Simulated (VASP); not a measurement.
# HC18F in VASP: single point with PBE+D3(BJ)

Aim: the single point of HC18F with PBE+D3(BJ).

All numbers are computed with VASP 6.6.1; they aren't measurements. Logs are shortened: lines on timing, memory, paths and dates and some standing lists are left out, and cuts for length are marked.

## Step 1: The cell of the first run

The cell holds a slab with vacuum, 20 atoms: a = 7.398 Å, b = 7.398 Å, c = 13.000 Å, α = 90.00°, β = 90.00°, γ = 120.00°.

## Step 2: Single point, PBE+D3(BJ)

INCAR

```
SYSTEM = HC18F
  PREC = Accurate
  ENCUT = 520
  EDIFF = 1E-6
  ISMEAR = 0
  SIGMA = 0.02
  LREAL = Auto
  LASPH = .True.
  NELM = 100
  ALGO = Normal
  ISIF = 2
  LWAVE = .False.
  LCHARG = .False.
  GGA = PE
  IVDW = 12
  NBANDS = 56
```

KPOINTS

```
Automatic mesh
0
Gamma
  2 2 1
  0 0 0
```

POSCAR

```
HC18F
1.0
    7.3980000000      0.0000000000      0.0000000000
   -3.6990000000      6.4068560000      0.0000000000
    0.0000000000      0.0000000000     13.0000000000
C F H
18 1 1
Direct
    0.0095708248     -0.0103502200      0.0722460955
    0.2322580304      0.1008398028      0.0725228259
    0.0112269943      0.3223283886      0.0720471661
    0.2308744598      0.4323850129      0.0721344243
    0.0089169358      0.6542120844      0.0722661118
    0.2332840419      0.7663239987      0.0722585389
    0.3447206891     -0.0112398472      0.0723712692
    0.5643866961      0.0987904540      0.0722766258
    0.3423861238      0.3210835167      0.0724636363
    0.5670270940      0.4332804403      0.0722884333
    0.3432429274      0.6566192676      0.0722346308
    0.5657263193      0.7678222838      0.0722746503
    0.6755836113     -0.0124740061      0.0722372148
    0.8999226825      0.0996915003      0.0720917421
    0.6766228369      0.3232194909      0.0722493587
    0.8990814882      0.4345235824      0.0721827546
    0.6780072008      0.6557188072      0.0722466634
    0.8976690605      0.7654161883      0.0722930032
    0.2881302744      0.2333057624      0.3126840730
    0.2908001087      0.2348998921      0.2404773820
```

Potentials or basis: VASP PAW PBE potentials, release 64 (C, F, H).

Run with:

```sh
> cat potpaw_PBE.64/C/POTCAR potpaw_PBE.64/F/POTCAR potpaw_PBE.64/H/POTCAR > POTCAR
> mpirun -np 1 vasp_std > vasp.out
```

OUTCAR:

```text
SYSTEM = HC18F
   PREC = Accurate
   ENCUT = 520
   EDIFF = 1E-6
   ISMEAR = 0
   LREAL = Auto
   LASPH = .True.
   NELM = 100
   ISIF = 2
   GGA = PE
   IVDW = 12
 IVDW          = 12

 ion  position               nearest neighbor table
   1  0.010  0.990  0.072-  14 1.41   2 1.43  18 1.44
   2  0.232  0.101  0.073-   9 1.41   1 1.43   7 1.44
   3  0.011  0.322  0.072-   4 1.41  14 1.43  16 1.44
   4  0.231  0.432  0.072-   3 1.41   9 1.43  11 1.44
   5  0.009  0.654  0.072-  16 1.41  18 1.43   6 1.44
   6  0.233  0.766  0.072-  11 1.41   7 1.43   5 1.44
[... 10 lines left out ...]
  17  0.678  0.656  0.072-  18 1.41  10 1.43  12 1.44
  18  0.898  0.765  0.072-  17 1.41   5 1.43   1 1.44
  19  0.288  0.233  0.313-  20 0.94
  20  0.291  0.235  0.240-  19 0.94

  LATTYP: Found a hexagonal cell.
 ALAT       =     7.3980000000
 C/A-ratio  =     1.7572316842

  Lattice vectors:

 A1 = (   7.3980000000,   0.0000000000,   0.0000000000)
 A2 = (  -3.6990000000,   6.4068560000,   0.0000000000)
 A3 = (   0.0000000000,   0.0000000000,  13.0000000000)

Analysis of symmetry for initial positions (statically):
=====================================================================
 Subroutine PRICEL returns:
 Original cell was already a primitive cell.

 Routine SETGRP: Setting up the symmetry group for a
 hexagonal supercell.

 Subroutine GETGRP returns: Found  1 space group operations
 (whereof  1 operations were pure point group operations)
 out of a pool of 24 trial point group operations.

The static configuration has the point symmetry C_1 .

Analysis of symmetry for dynamics (positions and initial velocities):
=====================================================================
 Subroutine PRICEL returns:
 Original cell was already a primitive cell.

 Routine SETGRP: Setting up the symmetry group for a
 hexagonal supercell.

 Subroutine GETGRP returns: Found  1 space group operations
 (whereof  1 operations were pure point group operations)
 out of a pool of 24 trial point group operations.

The dynamic configuration has the point symmetry C_1 .

 Subroutine INISYM returns: Found  1 space group operations
 (whereof  1 operations are pure point group operations),
 and found     1 'primitive' translations

----------------------------------------------------------------------------------------

                                     Primitive cell

  volume of cell :     616.1730

  direct lattice vectors                    reciprocal lattice vectors
     7.398000000  0.000000000  0.000000000     0.135171668  0.078041398  0.000000000
    -3.699000000  6.406856000  0.000000000     0.000000000  0.156082796  0.000000000
     0.000000000  0.000000000 13.000000000     0.000000000  0.000000000  0.076923077

  length of vectors
     7.398000000  7.398000054 13.000000000     0.156082797  0.156082796  0.076923077

  position of ions in fractional coordinates (direct lattice)
     0.009570825  0.989649780  0.072246095
     0.232258030  0.100839803  0.072522826
     0.011226994  0.322328389  0.072047166
     0.230874460  0.432385013  0.072134424
     0.008916936  0.654212084  0.072266112
     0.233284042  0.766323999  0.072258539
[... 12 lines left out ...]
     0.288130274  0.233305762  0.312684073
     0.290800109  0.234899892  0.240477382

  ion indices of the primitive-cell ions
   primitive index   ion index
                 1           1
                 2           2
                 3           3
                 4           4
                 5           5
                 6           6
[... 12 lines left out ...]
                19          19
                20          20

----------------------------------------------------------------------------------------

 KPOINTS: Automatic mesh

Automatic generation of k-mesh.
 Grid dimensions read from file:
 generate k-points for:    2    2    1

 Generating k-lattice:

  Cartesian coordinates                     Fractional coordinates (reciprocal lattice)
     0.067585834  0.039020699  0.000000000     0.500000000 -0.000000000  0.000000000
     0.000000000  0.078041398  0.000000000     0.000000000  0.500000000  0.000000000
     0.000000000  0.000000000  0.076923077     0.000000000  0.000000000  1.000000000

  Length of vectors
     0.078041399  0.078041398  0.076923077

  Shift w.r.t. Gamma in fractional coordinates (k-lattice)
     0.000000000  0.000000000  0.000000000

 Subroutine IBZKPT returns following result:
 ===========================================

 Found      4 irreducible k-points:

 Following reciprocal coordinates:
            Coordinates               Weight
  0.000000  0.000000  0.000000      1.000000
  0.500000  0.000000  0.000000      1.000000
  0.000000  0.500000  0.000000      1.000000
  0.500000  0.500000  0.000000      1.000000
   k-points           NKPTS =      4   k-points in BZ     NKDIM =      4   number of bands    NBANDS=     56
   number of dos      NEDOS =    301   number of ions     NIONS =     20
   total plane-waves  NPLWV = 307328
   dimension x,y,z NGX =    56 NGY =   56 NGZ =   98
   dimension x,y,z NGXF=   112 NGYF=  112 NGZF=  196
   ions per type =              18   1   1
   NGX,Y,Z   is equivalent  to a cutoff of  12.58, 12.58, 12.53 a.u.
   NGXF,Y,Z  is equivalent  to a cutoff of  25.17, 25.17, 25.06 a.u.
 SYSTEM =  HC18F
   PREC   = accura    normal or accurate (medium, high low for compatibility)
   ISTART =      0    job   : 0-new  1-cont  2-samecut
   ICHARG =      2    charge: 1-file 2-atom 10-const
   ISPIN  =      1    spin polarized calculation?
   LNONCOLLINEAR =      F non collinear calculations
   LSORBIT =      F    spin-orbit coupling
   LASPH  =      T    aspherical Exc in radial PAW
   ENCUT  =  520.0 eV  38.22 Ry    6.18 a.u.  13.76 13.76 24.17*2*pi/ulx,y,z
   NELM   =    100;   NELMIN=  2; NELMDL= -5     # of ELM steps
   EDIFF  = 0.1E-05   stopping-criterion for ELM
   LREAL  =      T    real-space projection
   EDIFFG = 0.1E-04   stopping-criterion for IOM
   NSW    =      0    number of steps for IOM
   IBRION =     -1    ionic relax: 0-MD 1-quasi-New 2-CG
   NFREE  =      0    steps in history (QN), initial steepest desc. (CG)
   ISIF   =      2    stress and relaxation
   ISYM   =      2    0-nonsym 1-usesym 2-fastsym
   POTIM  = 0.5000    time-step for ionic-motion
   TEBEG  =    0.0;   TEEND  =   0.0 temperature during run
   PSTRESS=    0.0 pullay stress
   NELECT =      80.0000    total number of electrons
   NUPDOWN=      -1.0000    fix difference up-down
   EMIN   =  10.00;   EMAX   =-10.00  energy-range for DOS
   EFERMI =   0.00;   METHOD = LEGACY
   ISMEAR =     0;   SIGMA  =   0.02  broadening in eV -4-tet -1-fermi 0-gaus
   EFERMI_NEDOS =   21; number of points for ismear=-14 and -15
   IALGO  =     38    algorithm
   IMIX   =      4    mixing-type and parameters
     AMIX     =   0.40;   BMIX     =  1.00
     AMIX_MAG =   1.60;   BMIX_MAG =  1.00
  volume/ion in A,a.u.               =      30.81       207.91
  Fermi-wavevector in a.u.,A,eV,Ry     =   0.828967  1.566521  9.349739  0.687186
  Thomas-Fermi vector in A             =   1.941434
   LORBIT       =      0    0 simple, 1 ext, 2 COOP (PROOUT), +10 PAW based schemes
   GGA     = PE    functional components
   LHFCALC =     F    Hartree Fock is set to
   AEXX    =    0.0000 exact exchange contribution
   IVDW    =    12    specifies the selected vdW correction
   LEPSILON=     F    determine dielectric tensor
   LRPA    =     F    only Hartree local field effects (RPA)
 non-spin polarized calculation
 Gauss-broadening in eV      SIGMA  =   0.02
  energy-cutoff  :      520.00
  volume of cell :      616.17
 maximum number of plane-waves:     16651
 NGX is ok and might be reduce to    56
   NGX = 27   NGY = 27   NGZ = 49

 number of electron      80.0000000 magnetization

 Free energy of the ion-electron system (eV)
  ---------------------------------------------------
  ext. energy  EPLUGINS =         0.00000000
  ---------------------------------------------------
  free energy    TOTEN  =      -173.56431122 eV

  energy without entropy =     -173.56431122  energy(sigma->0) =     -173.56431122

 E-fermi :  -2.2741     XC(G=0):  -3.6477

 val. band max:       -2.3739373890   @ k =   0.0000   0.0000   0.0000
 cond. band min:      -2.1844895161   @ k =   0.0000   0.0000   0.0000
 fundamental gap:      0.1894478729
 Fermi energy:        -2.2741368224

 k-point     1 :       0.0000    0.0000    0.0000
  band No.  band energies     occupation
      1     -27.1708      2.00000
      2     -21.8064      2.00000
      3     -19.3199      2.00000
      4     -19.2718      2.00000
      5     -19.2459      2.00000
      6     -19.2151      2.00000
[... 44 lines left out ...]
     51       3.1807      0.00000
     52       4.0688      0.00000

 k-point     2 :       0.5000    0.0000    0.0000
  band No.  band energies     occupation
      1     -27.1707      2.00000
      2     -21.1710      2.00000
      3     -21.1341      2.00000
      4     -19.9075      2.00000
      5     -19.8105      2.00000
      6     -17.4292      2.00000
[... 44 lines left out ...]
     51       3.9016      0.00000
     52       4.0329      0.00000

 k-point     3 :       0.0000    0.5000    0.0000
  band No.  band energies     occupation
      1     -27.1707      2.00000
      2     -21.1707      2.00000
      3     -21.1344      2.00000
      4     -19.8968      2.00000
      5     -19.8220      2.00000
      6     -17.4134      2.00000
[... 44 lines left out ...]
     51       3.8968      0.00000
     52       4.0195      0.00000

 k-point     4 :       0.5000    0.5000    0.0000
  band No.  band energies     occupation
      1     -27.1707      2.00000
      2     -21.1708      2.00000
      3     -21.1342      2.00000
      4     -19.9069      2.00000
      5     -19.8112      2.00000
      6     -17.4279      2.00000
[... 44 lines left out ...]
     51       3.9009      0.00000
     52       4.0308      0.00000
 [bands above 52 left out]

------------------------ aborting loop because EDIFF is reached ----------------------------------------

 Edisp (eV)   -1.69413

 E8    (eV) :    -0.5215

  FORCE on cell =-STRESS in cart. coord.  units (eV):
  Direction    XX          YY          ZZ          XY          YZ          ZX
  --------------------------------------------------------------------------------------
  -------------------------------------------------------------------------------------
  Total       1.14179     1.18387     0.06316     0.00855    -0.00928    -0.00058
  in kB       2.96890     3.07832     0.16423     0.02222    -0.02413    -0.00150
  external pressure =        2.07 kB  Pullay stress =        0.00 kB

 VOLUME and BASIS-vectors are now :
 -----------------------------------------------------------------------------
  energy-cutoff  :      520.00
  volume of cell :      616.17
      direct lattice vectors                 reciprocal lattice vectors
     7.398000000  0.000000000  0.000000000     0.135171668  0.078041398  0.000000000
    -3.699000000  6.406856000  0.000000000     0.000000000  0.156082796  0.000000000
     0.000000000  0.000000000 13.000000000     0.000000000  0.000000000  0.076923077

 POSITION                                       TOTAL-FORCE (eV/Angst)
 -----------------------------------------------------------------------------------
     -3.58991      6.34054      0.93920        -0.004674     -0.013564      0.003647
      1.34524      0.64607      0.94280         0.004806     -0.009628     -0.008287
     -1.10924      2.06511      0.93661        -0.008589      0.000053      0.004789
      0.10862      2.77023      0.93775         0.002164      0.009485      0.003005
     -2.35396      4.19144      0.93946         0.017347      0.012088      0.002949
     -1.10880      4.90973      0.93936        -0.016749     -0.005792      0.007289
[... 12 lines left out ...]
      1.26859      1.49476      4.06489        -0.005332     -0.004420      0.308083
      1.28244      1.50497      3.12621         0.005755      0.002357     -0.314133
 -----------------------------------------------------------------------------------
    total drift:                               -0.002338      0.011541      0.022476

  FREE ENERGIE OF THE ION-ELECTRON SYSTEM (eV)
  ---------------------------------------------------
  free  energy   TOTEN  =      -175.2584398172 eV

  energy  without entropy=     -175.2584398172  energy(sigma->0) =     -175.25843982
```

Run time: 2.3 min. Hardware: 1 thread of Intel Xeon 6975P-C (Granite Rapids), shared host; peak memory 0.64 GiB.

What came out:

```
Free energy                : -175.2584 eV
Largest force              : 0.314 eV/Å
Band gap on the k mesh     : 0.19 eV
Dispersion energy per atom : -0.085 eV
```

Forces in eV/Å, atoms in the order of the input:
```
C   -0.005 -0.014  0.004
C    0.005 -0.010 -0.008
C   -0.009  0.000  0.005
C    0.002  0.009  0.003
C    0.017  0.012  0.003
C   -0.017 -0.006  0.007
C   -0.008  0.008 -0.005
C    0.005  0.015  0.000
C    0.011  0.007  0.013
C   -0.008 -0.001 -0.007
C   -0.003 -0.014 -0.005
C    0.012  0.001 -0.003
C    0.011  0.008 -0.001
C   -0.013 -0.006  0.002
C   -0.003 -0.013 -0.003
C    0.012 -0.012  0.001
C   -0.005  0.002  0.006
C   -0.005  0.015 -0.006
F   -0.005 -0.004  0.308
H    0.006  0.002 -0.314
```

Caveat: the k points lie up to 0.49 Å⁻¹ apart.
